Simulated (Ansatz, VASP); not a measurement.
# C: VASP beside Ansatz

Contents of INCAR:

```
PREC = Accurate ; ENCUT = 520
EDIFF = 1E-6 ; ISMEAR = 0
SIGMA = 0.05 ; LREAL = False
LASPH = True ; NELM = 60
ALGO = Normal ; ISIF = 2
LWAVE = False ; LCHARG = True
GGA = PE ; IVDW = 12
LELF = True ; LVHAR = True
NBANDS = 11
```

KPOINTS

```
regular mesh
0
Gamma
  15 15 15
```

File POSCAR:

```
C
1.0
    1.2119157437      0.6996998808      3.3052526588
   -1.2119157437      0.6996998808      3.3052526588
    0.0000000000     -1.3993997617      3.3052526588
C
2
Direct
    0.1722480123      0.1722480123      0.1722480123
    0.8277519877      0.8277519877      0.8277519877
```

Input for Ansatz:

```yaml
crystal:
  lattice:
    - [1.2119157437, 0.6996998808, 3.3052526588]
    - [-1.2119157437, 0.6996998808, 3.3052526588]
    - [0.0, -1.3993997617, 3.3052526588]
  atoms:
    - { symbol: C, position: [0.1722480123, 0.1722480123, 0.1722480123] }
    - { symbol: C, position: [0.8277519877, 0.8277519877, 0.8277519877] }
basis:
  ecutwfc: 520.0
kpoints:
  mp_grid: { grid: [15, 15, 15] }
hamiltonian:
  xc: pbe
  dispersion: d3bj
scf:
  occupations: { method: gaussian, width: 0.05 }
output:
  forces: true
  stress: true
  eigenvalues: true
```

Change from the starting cell: mode 4 frozen in at +0.057 Å, equal normal strain along x, y and z -0.0167.

Alike in both runs: task single point; functional PBE; dispersion D3(BJ); k mesh 15 × 15 × 15; occupations gaussian, width 0.05 eV; no spin polarisation.

|  | VASP | Ansatz |
| --- | --- | --- |
| version | VASP 6.6.1 | Ansatz 0.2.0 |
| potentials or method | VASP PAW PBE potentials, release 64 (C), cutoff 520 eV | scalar-relativistic, plane waves, PAW |
| valence electrons in the cell | 8 | 8 |

```csv
,VASP,Ansatz,Ansatz less VASP
gap on the k mesh at the Fermi level (eV),0.52,0.52,-0.001
least direct gap on the mesh (eV),0.52,0.52,-0.001
pressure (GPa),16.0,15.6,-0.47
"traceless stress, the component that is largest in VASP (GPa)",-17.34,-16.78,+0.565
rms of the force components (eV/Å),1.062,1.066,+0.0035
```

Atom by atom the forces differ by 0.004 eV/Å (rms over components).
